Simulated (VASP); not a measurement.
# CdTe (F-43m) in VASP: further runs

CdTe is run at these levels: PBEsol, r2SCAN; tasks: single point.

Everything below comes from runs of VASP 6.6.1. Logs are shortened: lines on timing, memory, paths and dates and some standing lists are left out, and cuts for length are marked.

## 1. The cell of the first run

Symmetry: F-43m, No. 216, cubic system. The conventional cell has a = 6.489 Å, b = 6.489 Å, c = 6.489 Å, α = 90.00°, β = 90.00°, γ = 90.00°. Cd (site symmetry -43m) has 4 Te at 2.81 Å within 3.7 Å. Te (site symmetry -43m) has 4 Cd at 2.81 Å within 3.7 Å.

## 2. Single point, PBEsol

Contents of INCAR:

```
PREC = Accurate ; ENCUT = 520
EDIFF = 1E-6 ; ISMEAR = -1
SIGMA = 0.05 ; LREAL = F
LASPH = T ; NELM = 80
ALGO = Normal ; ISIF = 2
LWAVE = F ; LCHARG = T
GGA = PS ; LELF = T
LVHAR = T ; NBANDS = 16
```

Contents of KPOINTS:

```
Automatic mesh
0
Gamma
  6 6 6
```

Contents of POSCAR:

```
CdTe
1.0
    0.0000000000      3.2446380000      3.2446380000
    3.2446380000      0.0000000000      3.2446380000
    3.2446380000      3.2446380000      0.0000000000
Cd Te
1 1
Direct
    0.0000000000      0.0000000000      0.0000000000
    0.2500000000      0.2500000000      0.2500000000
```

Potentials or basis: VASP PAW PBE potentials, release 64 (Cd, Te).

Command:

```bash
> cat potpaw_PBE.64/Cd/POTCAR potpaw_PBE.64/Te/POTCAR > POTCAR
> mpirun -np 1 vasp_std > vasp.out
```

OUTCAR:

```text
PREC = Accurate
   ENCUT = 520
   EDIFF = 1E-6
   ISMEAR = -1
   LREAL = F
   LASPH = T
   NELM = 80
   ISIF = 2
   GGA = PS

 ion  position               nearest neighbor table
   1  0.000  0.000  0.000-   2 2.81   2 2.81   2 2.81   2 2.81
   2  0.250  0.250  0.250-   1 2.81   1 2.81   1 2.81   1 2.81

  LATTYP: Found a face centered cubic cell.
 ALAT       =     6.4892760000

  Lattice vectors:

 A1 = (   0.0000000000,   3.2446380000,   3.2446380000)
 A2 = (   3.2446380000,   0.0000000000,   3.2446380000)
 A3 = (   3.2446380000,   3.2446380000,   0.0000000000)

Analysis of symmetry for initial positions (statically):
=====================================================================
 Subroutine PRICEL returns:
 Original cell was already a primitive cell.

 Routine SETGRP: Setting up the symmetry group for a
 face centered cubic supercell.

 Subroutine GETGRP returns: Found 24 space group operations
 (whereof 24 operations were pure point group operations)
 out of a pool of 48 trial point group operations.

The static configuration has the point symmetry T_d .

Analysis of symmetry for dynamics (positions and initial velocities):
=====================================================================
 Subroutine PRICEL returns:
 Original cell was already a primitive cell.

 Routine SETGRP: Setting up the symmetry group for a
 face centered cubic supercell.

 Subroutine GETGRP returns: Found 24 space group operations
 (whereof 24 operations were pure point group operations)
 out of a pool of 48 trial point group operations.

The dynamic configuration has the point symmetry T_d .

 Subroutine INISYM returns: Found 24 space group operations
 (whereof 24 operations are pure point group operations),
 and found     1 'primitive' translations

----------------------------------------------------------------------------------------

                                     Primitive cell

  volume of cell :      68.3170

  direct lattice vectors                    reciprocal lattice vectors
     0.000000000  3.244638000  3.244638000    -0.154100396  0.154100396  0.154100396
     3.244638000  0.000000000  3.244638000     0.154100396 -0.154100396  0.154100396
     3.244638000  3.244638000  0.000000000     0.154100396  0.154100396 -0.154100396

  length of vectors
     4.588611065  4.588611065  4.588611065     0.266909715  0.266909715  0.266909715

  position of ions in fractional coordinates (direct lattice)
     0.000000000  0.000000000  0.000000000
     0.250000000  0.250000000  0.250000000

  ion indices of the primitive-cell ions
   primitive index   ion index
                 1           1
                 2           2

----------------------------------------------------------------------------------------

 KPOINTS: Automatic mesh

Automatic generation of k-mesh.
 Grid dimensions read from file:
 generate k-points for:    6    6    6

 Generating k-lattice:

  Cartesian coordinates                     Fractional coordinates (reciprocal lattice)
    -0.025683399  0.025683399  0.025683399     0.166666667  0.000000000  0.000000000
     0.025683399 -0.025683399  0.025683399     0.000000000  0.166666667  0.000000000
     0.025683399  0.025683399 -0.025683399     0.000000000  0.000000000  0.166666667

  Length of vectors
     0.044484952  0.044484952  0.044484952

  Shift w.r.t. Gamma in fractional coordinates (k-lattice)
     0.000000000  0.000000000  0.000000000

 Subroutine IBZKPT returns following result:
 ===========================================

 Found     16 irreducible k-points:

 Following reciprocal coordinates:
            Coordinates               Weight
  0.000000  0.000000  0.000000      1.000000
  0.166667  0.000000  0.000000      8.000000
  0.333333  0.000000  0.000000      8.000000
  0.500000  0.000000  0.000000      4.000000
  0.166667  0.166667  0.000000      6.000000
  0.333333  0.166667  0.000000     24.000000
[... 8 lines left out ...]
 -0.333333  0.333333  0.166667     24.000000
 -0.333333  0.500000  0.166667     12.000000
   k-points           NKPTS =     16   k-points in BZ     NKDIM =     16   number of bands    NBANDS=     16
   number of dos      NEDOS =    301   number of ions     NIONS =      2
   total plane-waves  NPLWV =  46656
   dimension x,y,z NGX =    36 NGY =   36 NGZ =   36
   dimension x,y,z NGXF=    72 NGYF=   72 NGZF=   72
   ions per type =               1   1
   NGX,Y,Z   is equivalent  to a cutoff of  13.04, 13.04, 13.04 a.u.
   NGXF,Y,Z  is equivalent  to a cutoff of  26.09, 26.09, 26.09 a.u.
 SYSTEM =  unknown system
   PREC   = accura    normal or accurate (medium, high low for compatibility)
   ISTART =      0    job   : 0-new  1-cont  2-samecut
   ICHARG =      2    charge: 1-file 2-atom 10-const
   ISPIN  =      1    spin polarized calculation?
   LNONCOLLINEAR =      F non collinear calculations
   LSORBIT =      F    spin-orbit coupling
   LASPH  =      T    aspherical Exc in radial PAW
   ENCUT  =  520.0 eV  38.22 Ry    6.18 a.u.   8.53  8.53  8.53*2*pi/ulx,y,z
   NELM   =     80;   NELMIN=  2; NELMDL= -5     # of ELM steps
   EDIFF  = 0.1E-05   stopping-criterion for ELM
   LREAL  =      F    real-space projection
   EDIFFG = 0.1E-04   stopping-criterion for IOM
   NSW    =      0    number of steps for IOM
   IBRION =     -1    ionic relax: 0-MD 1-quasi-New 2-CG
   NFREE  =      0    steps in history (QN), initial steepest desc. (CG)
   ISIF   =      2    stress and relaxation
   ISYM   =      2    0-nonsym 1-usesym 2-fastsym
   POTIM  = 0.5000    time-step for ionic-motion
   TEBEG  =    0.0;   TEEND  =   0.0 temperature during run
   PSTRESS=    0.0 pullay stress
   NELECT =      18.0000    total number of electrons
   NUPDOWN=      -1.0000    fix difference up-down
   EMIN   =  10.00;   EMAX   =-10.00  energy-range for DOS
   EFERMI =   0.00;   METHOD = LEGACY
   ISMEAR =    -1;   SIGMA  =   0.05  broadening in eV -4-tet -1-fermi 0-gaus
   EFERMI_NEDOS =   21; number of points for ismear=-14 and -15
   IALGO  =     38    algorithm
   IMIX   =      4    mixing-type and parameters
     AMIX     =   0.40;   BMIX     =  1.00
     AMIX_MAG =   1.60;   BMIX_MAG =  1.00
  volume/ion in A,a.u.               =      34.16       230.51
  Fermi-wavevector in a.u.,A,eV,Ry     =   1.049517  1.983299 14.986622  1.101486
  Thomas-Fermi vector in A             =   2.184483
   LORBIT       =      0    0 simple, 1 ext, 2 COOP (PROOUT), +10 PAW based schemes
   GGA     = PS    functional components
   LHFCALC =     F    Hartree Fock is set to
   AEXX    =    0.0000 exact exchange contribution
   IVDW    =     0    specifies the selected vdW correction
   LEPSILON=     F    determine dielectric tensor
   LRPA    =     F    only Hartree local field effects (RPA)
 non-spin polarized calculation
  energy-cutoff  :      520.00
  volume of cell :       68.32
 maximum number of plane-waves:      1868
 NGX is ok and might be reduce to    36
   NGX = 17   NGY = 17   NGZ = 17

 number of electron      17.9999997 magnetization

 Free energy of the ion-electron system (eV)
  ---------------------------------------------------
  ext. energy  EPLUGINS =         0.00000000
  ---------------------------------------------------
  free energy    TOTEN  =        -5.48354734 eV

  energy without entropy =       -5.48352829  energy(sigma->0) =       -5.48353782

 E-fermi :   2.5333     XC(G=0):  -8.7628

 val. band max:        2.1798535846   @ k =   0.0000   0.0000   0.0000
 cond. band min:       2.8288806541   @ k =   0.0000   0.0000   0.0000
 fundamental gap:      0.6490270694
 Fermi energy:         2.5332850231

 k-point     1 :       0.0000    0.0000    0.0000
  band No.  band energies     occupation
      1      -9.0100      2.00000
      2      -6.0664      2.00000
      3      -6.0664      2.00000
      4      -6.0664      2.00000
      5      -5.8045      2.00000
      6      -5.8045      2.00000
[... 8 lines left out ...]
     15      11.5161      0.00000
     16      11.5161      0.00000

 k-point     2 :       0.1667    0.0000    0.0000
  band No.  band energies     occupation
      1      -8.9092      2.00000
      2      -6.0477      2.00000
      3      -6.0477      2.00000
      4      -5.9850      2.00000
      5      -5.8057      2.00000
      6      -5.8057      2.00000
[... 8 lines left out ...]
     15      10.5966      0.00000
     16      10.5966      0.00000

 k-point     3 :       0.3333    0.0000    0.0000
  band No.  band energies     occupation
      1      -8.7068      2.00000
      2      -6.0155      2.00000
      3      -6.0155      2.00000
      4      -5.8018      2.00000
      5      -5.8018      2.00000
      6      -5.7095      2.00000
[... 8 lines left out ...]
     15      11.0033      0.00000
     16      11.0033      0.00000

 k-point     4 :       0.5000    0.0000    0.0000
  band No.  band energies     occupation
      1      -8.6072      2.00000
      2      -6.0030      2.00000
      3      -6.0030      2.00000
      4      -5.7956      2.00000
      5      -5.7956      2.00000
      6      -5.4612      2.00000
[... 8 lines left out ...]
     15      12.4294      0.00000
     16      12.4294      0.00000
[... 172 lines left out ...]
 k-point    14 :       0.5000    0.3333    0.1667
  band No.  band energies     occupation
      1      -8.5786      2.00000
      2      -5.9707      2.00000
      3      -5.9631      2.00000
      4      -5.8467      2.00000
      5      -5.7919      2.00000
      6      -5.4973      2.00000
[... 8 lines left out ...]
     15      12.3748      0.00000
     16      13.5453      0.00000

 k-point    15 :      -0.3333    0.3333    0.1667
  band No.  band energies     occupation
      1      -8.5160      2.00000
      2      -5.9631      2.00000
      3      -5.9484      2.00000
      4      -5.8294      2.00000
      5      -5.8017      2.00000
      6      -5.3104      2.00000
[... 8 lines left out ...]
     15      12.5706      0.00000
     16      13.3398      0.00000

 k-point    16 :      -0.3333    0.5000    0.1667
  band No.  band energies     occupation
      1      -8.4854      2.00000
      2      -5.9350      2.00000
      3      -5.9338      2.00000
      4      -5.8529      2.00000
      5      -5.7918      2.00000
      6      -5.2633      2.00000
[... 8 lines left out ...]
     15      13.2091      0.00000
     16      13.4433      0.00000

------------------------ aborting loop because EDIFF is reached ----------------------------------------

  FORCE on cell =-STRESS in cart. coord.  units (eV):
  Direction    XX          YY          ZZ          XY          YZ          ZX
  --------------------------------------------------------------------------------------
  -------------------------------------------------------------------------------------
  Total        0.0763322      0.0763322      0.0763322      0.0000000      0.0000000     -0.0000000
  in kB        1.7901499      1.7901499      1.7901499      0.0000000      0.0000000     -0.0000000
  external PRESSURE =       1.7901499 kB  Pullay stress =       0.0000000 kB

 VOLUME and BASIS-vectors are now :
 -----------------------------------------------------------------------------
  energy-cutoff  :      520.00
  volume of cell :       68.32
      direct lattice vectors                 reciprocal lattice vectors
     0.000000000  3.244638000  3.244638000    -0.154100396  0.154100396  0.154100396
     3.244638000  0.000000000  3.244638000     0.154100396 -0.154100396  0.154100396
     3.244638000  3.244638000  0.000000000     0.154100396  0.154100396 -0.154100396

 POSITION                                       TOTAL-FORCE (eV/Angst)
 -----------------------------------------------------------------------------------
      0.00000      0.00000      0.00000        -0.000000     -0.000000     -0.000000
      1.62232      1.62232      1.62232         0.000000      0.000000      0.000000
 -----------------------------------------------------------------------------------
    total drift:                               -0.000000     -0.000000     -0.000000

  FREE ENERGIE OF THE ION-ELECTRON SYSTEM (eV)
  ---------------------------------------------------
  free  energy   TOTEN  =        -5.4835473443 eV

  energy  without entropy=       -5.4835282940  energy(sigma->0) =       -5.48353782
```

It took 23 s on 1 thread of AMD EPYC 7R43 (Zen 3), shared host; peak memory 0.18 GiB.

Results:

```
Free energy            : -5.4835 eV
Pressure               : 0.2 GPa
Band gap on the k mesh : 0.65 eV, direct
```

Levels at points of the mesh, in eV from the valence-band top:
| k point | band 6 | band 7 | band 8 | band 9 | band 10 | band 11 | band 12 | band 13 |
| --- | --- | --- | --- | --- | --- | --- | --- | --- |
| (0.00, 0.00, 0.00) | -7.98 | 0.00 | 0.00 | 0.00 | 0.65 | 4.55 | 4.55 | 4.55 |
| (0.50, 0.00, 0.00) | -7.64 | -4.45 | -0.78 | -0.78 | 1.73 | 5.13 | 5.13 | 6.93 |
| (0.50, 0.50, 0.00) | -7.51 | -4.33 | -1.87 | -1.87 | 2.50 | 2.60 | 8.70 | 9.05 |

Caveat: the PAW data sets were made with another functional, which shifts forces and pressure a little; spin-orbit coupling is left out, which moves the levels of the heavy elements.

## 3. Single point, r2SCAN

POSCAR is that of step 2.

Contents of INCAR.step1:

```
ALGO = Normal
EDIFF = 1E-4
ENCUT = 520
GGA = PE
ISMEAR = -1
LASPH = True
LCHARG = False
LREAL = False
LWAVE = True
NBANDS = 16
NELM = 100
PREC = Accurate
SIGMA = 0.05
```

Contents of INCAR.step2:

```
ALGO = Normal
EDIFF = 1E-6
ENCUT = 520
ISIF = 2
ISMEAR = -1
ISTART = 1
LASPH = True
LCHARG = False
LMIXTAU = True
LREAL = False
LWAVE = False
METAGGA = R2SCAN
NBANDS = 16
NELM = 100
PREC = Accurate
SIGMA = 0.05
```

Contents of KPOINTS:

```
k-points
0
Gamma
  6 6 6
```

Potentials or basis: VASP PAW PBE potentials, release 64 (Cd, Te).

Command:

```bash
> cat potpaw_PBE.64/Cd/POTCAR potpaw_PBE.64/Te/POTCAR > POTCAR
> cp INCAR.step1 INCAR
> mpirun -np 1 vasp_std > vasp.out
> cp INCAR.step2 INCAR
> mpirun -np 1 vasp_std > vasp.out
```

Run time: 89 s. Hardware: 1 thread of AMD EPYC 7R43 (Zen 3), shared host; peak memory 0.18 GiB.

It converged, with:

* Free energy: -46.6306 eV
* Pressure: 1.5 GPa
* Band gap on the k mesh: 1.26 eV, direct

Levels at points of the mesh, in eV from the valence-band top:
```
           k point  band 7  band 8  band 9  band 10  band 11  band 12
(0.00, 0.00, 0.00)    0.00    0.00    0.00     1.26     5.03     5.03
(0.50, 0.00, 0.00)   -4.48   -0.79   -0.79     2.23     5.59     5.59
(0.50, 0.50, 0.00)   -4.34   -1.90   -1.90     2.89     2.98     9.44
```

Caveat: the PAW data sets were made with another functional, which shifts forces and pressure a little; spin-orbit coupling is left out, which moves the levels of the heavy elements. r2SCAN opens gaps a little over a GGA but as a rule still falls short of measured ones.
